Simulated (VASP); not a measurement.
# LiMg12 (a cell with a defect) in VASP: further runs

LiMg12 (a cell with a defect) is run at these levels: PBE; tasks: single point.

Everything below comes from runs of VASP 6.6.1. Logs are shortened: lines on timing, memory, paths and dates and some standing lists are left out, and cuts for length are marked.

### Step 1. The cell of the first run

The cell holds a defect, 13 atoms: a = 6.420 Å, b = 9.630 Å, c = 5.213 Å, α = 90.00°, β = 90.00°, γ = 120.00°.

### Step 2. Single point, PBE

Contents of INCAR:

```
ALGO = Normal
EDIFF = 1E-6
ENCUT = 520
GGA = PE
ISIF = 2
ISMEAR = 0
LASPH = T
LCHARG = F
LREAL = F
LWAVE = F
NBANDS = 26
NELM = 80
PREC = Accurate
SIGMA = 0.05
```

Contents of KPOINTS:

```
k-points
0
Gamma
  4 3 4
```

Contents of POSCAR:

```
LiMg12
1.0
    6.4200000000      0.0000000000      0.0000000000
   -4.8150000000      8.3398250000      0.0000000000
    0.0000000000      0.0000000000      5.2130400000
Mg Li
12 1
Direct
   -0.0333479424     -0.0313688757      0.0089733804
    0.1870832640      0.2397785939      0.4134582031
    0.0024315801      0.3345007066     -0.0340873459
    0.1685390523      0.5593707484      0.5153575877
    0.0957762316      0.7069142075      0.0110947986
    0.1839651116      0.9114330458      0.5130758387
    0.5319157395      0.0123198586      0.0185769827
    0.6906797744      0.2157185556      0.4932196030
    0.4087894947      0.2625167806     -0.1086688759
    0.6974540682      0.5831817543      0.6141898658
    0.5083646429      0.6421124744      0.0740761474
    0.6557602941      0.8854360260      0.5248218370
    0.7269648889      0.4522929241      0.1925421774
```

Potentials or basis: VASP PAW PBE potentials, release 64 (Mg, Li_sv).

Launch:

```bash
$ cat potpaw_PBE.64/Mg/POTCAR potpaw_PBE.64/Li_sv/POTCAR > POTCAR
$ mpirun -np 1 vasp_std > vasp.out
```

OUTCAR:

```text
EDIFF = 1E-6
   ENCUT = 520
   GGA = PE
   ISIF = 2
   ISMEAR = 0
   LASPH = T
   LREAL = F
   NELM = 80
   PREC = Accurate

 ion  position               nearest neighbor table
   1  0.967  0.969  0.009-   9 2.90   5 3.02   7 3.02  12 3.07  11 3.07   2 3.09   6 3.11   6 3.15
                            12 3.20   3 3.42   7 3.44
   2  0.187  0.240  0.413-   9 2.82   3 2.96   9 3.03   1 3.09   8 3.11   4 3.18   6 3.19   8 3.38
                             3 3.41  10 3.45  12 3.46
   3  0.002  0.335  0.966-  13 2.80   2 2.96   4 3.01   8 3.02   9 3.04   7 3.07  11 3.17   8 3.25
                             5 3.34   2 3.41   1 3.42   4 3.42   9 3.54
   4  0.169  0.559  0.515-  11 2.99  13 3.00   3 3.01   5 3.10   5 3.13  12 3.13   2 3.18  10 3.19
                             8 3.20  10 3.33   6 3.34   3 3.42  11 3.48
   5  0.096  0.707  0.011-  13 2.59   7 2.87   1 3.02  11 3.03  10 3.03   4 3.10   4 3.13   6 3.13
                             6 3.15   3 3.34  11 3.52
   6  0.184  0.911  0.513-   8 3.11   1 3.11   5 3.13   1 3.15   5 3.15  12 3.16  10 3.19   2 3.19
                             7 3.23   7 3.27  12 3.27   4 3.34   9 3.54
   7  0.532  0.012  0.019-   5 2.87   9 2.96   8 3.00   1 3.02   3 3.07  12 3.12  12 3.17   8 3.22
                             6 3.23   6 3.27   1 3.44  11 3.50
   8  0.691  0.216  0.493-  13 2.68   9 2.93   7 3.00   3 3.02  12 3.08   2 3.11   6 3.11   4 3.20
                             7 3.22   3 3.25   2 3.38  10 3.57
   9  0.409  0.263  0.891-  13 2.50   2 2.82   1 2.90   8 2.93   7 2.96   2 3.03   3 3.04  10 3.06
                            11 3.51   3 3.54   6 3.54
  10  0.697  0.583  0.614-  13 2.59  11 2.87   5 3.03   9 3.06  12 3.09   6 3.19   4 3.19  11 3.23
                             4 3.33   2 3.45   8 3.57
  11  0.508  0.642  0.074-  10 2.87  13 2.87   4 2.99   5 3.03   1 3.07  12 3.11   3 3.17  10 3.23
                             4 3.48   7 3.50   9 3.51   5 3.52  12 3.52
  12  0.656  0.885  0.525-   1 3.07   8 3.08  10 3.09  11 3.11   7 3.12   4 3.13   6 3.16   7 3.17
                             1 3.20   6 3.27   2 3.46  11 3.52
  13  0.727  0.452  0.193-   9 2.50  10 2.59   5 2.59   8 2.68   3 2.80  11 2.87   4 3.00

  LATTYP: Found a simple monoclinic cell.
 ALAT       =     6.4200000000
 B/A-ratio  =     0.8120000000
 C/A-ratio  =     1.3228757108
 COS(beta)  =    -0.1889822286

  Lattice vectors:

 A1 = (   6.4200000000,   0.0000000000,   0.0000000000)
 A2 = (   0.0000000000,   0.0000000000,   5.2130400000)
 A3 = (  -1.6050000000,  -8.3398250000,   0.0000000000)

Analysis of symmetry for initial positions (statically):
=====================================================================
 Subroutine PRICEL returns:
 Original cell was already a primitive cell.

 Routine SETGRP: Setting up the symmetry group for a
 simple monoclinic supercell.

 Subroutine GETGRP returns: Found  1 space group operations
 (whereof  1 operations were pure point group operations)
 out of a pool of  4 trial point group operations.

The static configuration has the point symmetry C_1 .

Analysis of symmetry for dynamics (positions and initial velocities):
=====================================================================
 Subroutine PRICEL returns:
 Original cell was already a primitive cell.

 Routine SETGRP: Setting up the symmetry group for a
 simple monoclinic supercell.

 Subroutine GETGRP returns: Found  1 space group operations
 (whereof  1 operations were pure point group operations)
 out of a pool of  4 trial point group operations.

The dynamic configuration has the point symmetry C_1 .

 Subroutine INISYM returns: Found  1 space group operations
 (whereof  1 operations are pure point group operations),
 and found     1 'primitive' translations

----------------------------------------------------------------------------------------

                                     Primitive cell

  volume of cell :     279.1149

  direct lattice vectors                    reciprocal lattice vectors
     6.420000000  0.000000000  0.000000000     0.155763240  0.089929945  0.000000000
    -4.815000000  8.339825000  0.000000000     0.000000000  0.119906593  0.000000000
     0.000000000  0.000000000  5.213040000     0.000000000  0.000000000  0.191826650

  length of vectors
     6.420000000  9.630000313  5.213040000     0.179859895  0.119906593  0.191826650

  position of ions in fractional coordinates (direct lattice)
[... 44 lines left out ...]

  Length of vectors
     0.044964974  0.039968864  0.047956663

  Shift w.r.t. Gamma in fractional coordinates (k-lattice)
     0.000000000  0.000000000  0.000000000

 Subroutine IBZKPT returns following result:
 ===========================================

 Found     26 irreducible k-points:

 Following reciprocal coordinates:
            Coordinates               Weight
  0.000000  0.000000  0.000000      1.000000
  0.250000  0.000000  0.000000      2.000000
  0.500000  0.000000  0.000000      1.000000
  0.000000  0.333333  0.000000      2.000000
  0.250000  0.333333  0.000000      2.000000
  0.500000  0.333333  0.000000      2.000000
[... 16 lines left out ...]
  0.000000  0.333333  0.500000      2.000000
  0.250000  0.333333  0.500000      2.000000
 [... further k-points ...]
   k-points           NKPTS =     26   k-points in BZ     NKDIM =     26   number of bands    NBANDS=     26
   number of dos      NEDOS =    301   number of ions     NIONS =     13
   total plane-waves  NPLWV = 138240
   dimension x,y,z NGX =    48 NGY =   72 NGZ =   40
   dimension x,y,z NGXF=    96 NGYF=  144 NGZF=   80
   ions per type =              12   1
   NGX,Y,Z   is equivalent  to a cutoff of  12.43, 12.43, 12.76 a.u.
   NGXF,Y,Z  is equivalent  to a cutoff of  24.86, 24.86, 25.51 a.u.
 SYSTEM =  unknown system
   PREC   = accura    normal or accurate (medium, high low for compatibility)
   ISTART =      0    job   : 0-new  1-cont  2-samecut
   ICHARG =      2    charge: 1-file 2-atom 10-const
   ISPIN  =      1    spin polarized calculation?
   LNONCOLLINEAR =      F non collinear calculations
   LSORBIT =      F    spin-orbit coupling
   LASPH  =      T    aspherical Exc in radial PAW
   ENCUT  =  520.0 eV  38.22 Ry    6.18 a.u.  11.94 17.91  9.69*2*pi/ulx,y,z
   NELM   =     80;   NELMIN=  2; NELMDL= -5     # of ELM steps
   EDIFF  = 0.1E-05   stopping-criterion for ELM
   LREAL  =      F    real-space projection
   EDIFFG = 0.1E-04   stopping-criterion for IOM
   NSW    =      0    number of steps for IOM
   IBRION =     -1    ionic relax: 0-MD 1-quasi-New 2-CG
   NFREE  =      0    steps in history (QN), initial steepest desc. (CG)
   ISIF   =      2    stress and relaxation
   ISYM   =      2    0-nonsym 1-usesym 2-fastsym
   POTIM  = 0.5000    time-step for ionic-motion
   TEBEG  =    0.0;   TEEND  =   0.0 temperature during run
   PSTRESS=    0.0 pullay stress
   NELECT =      27.0000    total number of electrons
   NUPDOWN=      -1.0000    fix difference up-down
   EMIN   =  10.00;   EMAX   =-10.00  energy-range for DOS
   EFERMI =   0.00;   METHOD = LEGACY
   ISMEAR =     0;   SIGMA  =   0.05  broadening in eV -4-tet -1-fermi 0-gaus
   EFERMI_NEDOS =   21; number of points for ismear=-14 and -15
   IALGO  =     38    algorithm
   IMIX   =      4    mixing-type and parameters
     AMIX     =   0.40;   BMIX     =  1.00
     AMIX_MAG =   1.60;   BMIX_MAG =  1.00
  volume/ion in A,a.u.               =      21.47       144.89
  Fermi-wavevector in a.u.,A,eV,Ry     =   0.751511  1.420149  7.684136  0.564768
  Thomas-Fermi vector in A             =   1.848508
   LORBIT       =      0    0 simple, 1 ext, 2 COOP (PROOUT), +10 PAW based schemes
   GGA     = PE    functional components
   LHFCALC =     F    Hartree Fock is set to
   AEXX    =    0.0000 exact exchange contribution
   IVDW    =     0    specifies the selected vdW correction
   LEPSILON=     F    determine dielectric tensor
   LRPA    =     F    only Hartree local field effects (RPA)
 non-spin polarized calculation
 Gauss-broadening in eV      SIGMA  =   0.05
  energy-cutoff  :      520.00
  volume of cell :      279.11
 maximum number of plane-waves:      7534
   NGX = 23   NGY = 35   NGZ = 19

 number of electron      27.0000003 magnetization

 Free energy of the ion-electron system (eV)
  ---------------------------------------------------
  ext. energy  EPLUGINS =         0.00000000
  ---------------------------------------------------
  free energy    TOTEN  =       -18.80741687 eV

  energy without entropy =      -18.80076930  energy(sigma->0) =      -18.80409308

 E-fermi :   2.7888     XC(G=0):  -8.5753

 val. band max:        2.7830171393   @ k =   0.2500   0.3333   0.5000
 cond. band min:       2.8024836037   @ k =   0.2500   0.0000   0.0000
 fundamental gap:      0.0194664644
 Fermi energy:         2.7888422282

 k-point     1 :       0.0000    0.0000    0.0000
  band No.  band energies     occupation
      1     -43.6355      2.00000
      2      -4.1926      2.00000
      3      -2.1770      2.00000
      4      -1.9667      2.00000
      5      -0.6140      2.00000
      6      -0.4303      2.00000
[... 661 lines left out ...]
     24       7.5694      0.00000
     25       7.7117      0.00000

 [... further k-points ...]

 [bands above 25 left out]

------------------------ aborting loop because EDIFF is reached ----------------------------------------

  FORCE on cell =-STRESS in cart. coord.  units (eV):
  Direction    XX          YY          ZZ          XY          YZ          ZX
  --------------------------------------------------------------------------------------
  -------------------------------------------------------------------------------------
  Total        3.1168049      4.0707429      6.6157508      0.9496635      0.4692236      0.0073434
  in kB       17.8911056     23.3669070     37.9757795      5.4512649      2.6934404      0.0421527
  external PRESSURE =      26.4112640 kB  Pullay stress =       0.0000000 kB

 VOLUME and BASIS-vectors are now :
 -----------------------------------------------------------------------------
  energy-cutoff  :      520.00
  volume of cell :      279.11
      direct lattice vectors                 reciprocal lattice vectors
     6.420000000  0.000000000  0.000000000     0.155763240  0.089929945  0.000000000
    -4.815000000  8.339825000  0.000000000     0.000000000  0.119906593  0.000000000
     0.000000000  0.000000000  5.213040000     0.000000000  0.000000000  0.191826650

 POSITION                                       TOTAL-FORCE (eV/Angst)
 -----------------------------------------------------------------------------------
      1.54195      8.07821      0.04678        -0.001631     -0.008818     -0.001635
      0.04654      1.99971      2.15537         0.014570      0.002463      0.007183
     -1.59501      2.78968      5.03534         0.012501      0.002102      0.005485
     -1.61135      4.66505      2.68658        -0.002581      0.000138      0.005806
     -2.78891      5.89554      0.05784        -0.000679     -0.005246      0.001124
     -3.20749      7.60119      2.67468         0.000474     -0.005350     -0.003929
      3.35558      0.10275      0.09684        -0.000306     -0.006227     -0.003213
      3.39548      1.79906      2.57117        -0.005634      0.001946      0.002910
      1.36041      2.18934      4.64654        -0.015673     -0.000079     -0.002009
      1.66963      4.86363      3.20180        -0.004084      0.007616      0.006402
      0.17193      5.35511      0.38616        -0.002196      0.006971      0.005314
     -0.05339      7.38438      2.73592        -0.000235      0.002864     -0.003265
      2.48932      3.77204      1.00373         0.005475      0.001619     -0.020173
 -----------------------------------------------------------------------------------
    total drift:                                0.000442     -0.000041      0.000027

  FREE ENERGIE OF THE ION-ELECTRON SYSTEM (eV)
  ---------------------------------------------------
  free  energy   TOTEN  =       -18.8074168663 eV

  energy  without entropy=      -18.8007692989  energy(sigma->0) =      -18.80409308
```

Wall time 6 min (1 thread of Oxide Virtual Turin-like, shared host); peak memory 0.39 GiB.

Results:

```
Free energy   : -18.8074 eV
Largest force : 0.021 eV/Å
```

Forces on the atoms (eV/Å):
```
Mg  -0.002 -0.009 -0.002
Mg   0.015  0.002  0.007
Mg   0.013  0.002  0.005
Mg  -0.003  0.000  0.006
Mg  -0.001 -0.005  0.001
Mg   0.000 -0.005 -0.004
Mg   0.000 -0.006 -0.003
Mg  -0.006  0.002  0.003
Mg  -0.016  0.000 -0.002
Mg  -0.004  0.008  0.006
Mg  -0.002  0.007  0.005
Mg   0.000  0.003 -0.003
Li   0.005  0.002 -0.020
```

Levels at points of the mesh, in eV from the Fermi level:
| k point | band 10 | band 11 | band 12 | band 13 | band 14 | band 15 | band 16 | band 17 |
| --- | --- | --- | --- | --- | --- | --- | --- | --- |
| (0.00, 0.00, 0.00) | -1.53 | -0.44 | -0.23 | 0.09 | 0.16 | 0.38 | 0.56 | 1.24 |
| (0.50, 0.00, 0.00) | -0.70 | -0.57 | -0.48 | -0.36 | -0.23 | 0.06 | 0.13 | 0.25 |
| (0.00, 0.00, 0.50) | -2.01 | -1.82 | -1.19 | -1.16 | -0.82 | -0.57 | 0.87 | 0.98 |
| (0.50, 0.00, 0.50) | -1.15 | -1.01 | -0.75 | -0.60 | 0.44 | 0.52 | 0.78 | 0.90 |

Caveat: the cutoff is under 1.25 times the usual one of these potentials, so pressure, stress and relaxed cells hold a basis-set (Pulay) error.

[end of part 1 of 2]
